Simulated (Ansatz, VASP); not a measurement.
**HfO2: VASP beside Ansatz**

The input INCAR:

```
  PREC = Accurate
  ENCUT = 520
  EDIFF = 1E-6
  ISMEAR = 0
  SIGMA = 0.05
  LREAL = False
  LASPH = True
  NELM = 80
  ALGO = Normal
  ISIF = 2
  LWAVE = False
  LCHARG = False
  GGA = PE
  NBANDS = 18
```

The input KPOINTS:

```
Automatic mesh
0
Gamma
  12 12 6
```

File POSCAR:

```
HfO2
1.0
    3.2522111955      0.0000000000      0.0000000000
   -1.6261055978      2.8164975138      0.0000000000
    0.0000000000      0.0000000000      5.4896684132
Hf O
1 2
Direct
    0.0000000000      0.0000000000      0.0000000000
    0.3333333333      0.6666666667      0.1731211689
    0.6666666667      0.3333333333      0.8268788311
```

Input for Ansatz:

```yaml
crystal:
  lattice:
    - [3.2522111955, 0.0, 0.0]
    - [-1.6261055978, 2.8164975138, 0.0]
    - [0.0, 0.0, 5.4896684132]
  atoms:
    - { symbol: Hf, position: [0.0, 0.0, 0.0] }
    - { symbol: O, position: [0.3333333333, 0.6666666667, 0.1731211689] }
    - { symbol: O, position: [0.6666666667, 0.3333333333, 0.8268788311] }
basis:
  ecutwfc: 420
  ecutrho_ratio: 4
kpoints:
  mp_grid: { grid: [12, 12, 6] }
hamiltonian:
  xc: pbe
scf:
  occupations: { method: gaussian, width: 0.05 }
output:
  forces: true
  stress: true
  eigenvalues: true
```

Change from the starting cell: strain e3 = -0.02, atoms carried along.

Alike in both runs: task single point; functional PBE; k mesh 12 × 12 × 6; occupations gaussian, width 0.05 eV; no spin polarisation.

|  | VASP | Ansatz |
| --- | --- | --- |
| version | VASP 6.6.1 | Ansatz 0.2.0 |
| potentials or method | VASP PAW PBE potentials, release 64 (Hf_pv, O), cutoff 520 eV | scalar-relativistic, plane waves, PAW |
| valence electrons in the cell | 22 | 38 |

VASP gave:

| Property | Result |
| --- | --- |
| gap on the k mesh at the Fermi level (eV) | 4.82 |
| least direct gap on the mesh (eV) | 5.08 |
| pressure (GPa) | -0.3 |
| traceless stress, the component that is largest in VASP (GPa) | 1.08 |
| rms of the force components (eV/Å) | 0.063 |

**Question.** Estimate Ansatz's values.

**Answer.** gap on the k mesh at the Fermi level (eV): 4.83; least direct gap on the mesh (eV): 5.08; pressure (GPa): 1.8; traceless stress, the component that is largest in VASP (GPa): 0.30; rms of the force components (eV/Å): 0.157.

Atom by atom the forces differ by 0.094 eV/Å (rms over components). The functional is the same, so the differences come from potentials, cutoffs and numerics. VASP's potentials hold 22 valence electrons a cell and Ansatz's 38, so a difference there can come from the potentials and not from the codes.

Spin-orbit coupling is off throughout.
